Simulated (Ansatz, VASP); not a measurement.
One calculation of NaCl, two programs

```
CELL_PARAMETERS angstrom
0.00000 2.86681 2.86681
2.86681 0.00000 2.86681
2.86681 2.86681 0.00000
ATOMIC_POSITIONS crystal
Na 0.00000 0.00000 0.00000
Cl 0.50000 0.50000 0.50000
```

Alike in both runs: task single point; functional PBE; k mesh 10 × 10 × 10; occupations gaussian, width 0.05 eV; no spin polarisation.

|  | VASP | Ansatz |
| --- | --- | --- |
| version | VASP 6.6.1 | Ansatz 0.2.0 |
| potentials or method | VASP PAW PBE potentials, release 64 (Na_pv, Cl), cutoff 520 eV | scalar-relativistic, plane waves, PAW |
| valence electrons in the cell | 14 | 16 |

VASP gave:

```
gap on the k mesh at the Fermi level (eV) : 4.92
least direct gap on the mesh (eV)         : 4.92
pressure (GPa)                            : -0.5
```

Q: What did Ansatz give for the same quantities?

A: gap on the k mesh at the Fermi level (eV): 4.92; least direct gap on the mesh (eV): 4.92; pressure (GPa): -0.4.

VASP's potentials hold 14 valence electrons a cell and Ansatz's 16, so a difference there can come from the potentials and not from the codes.
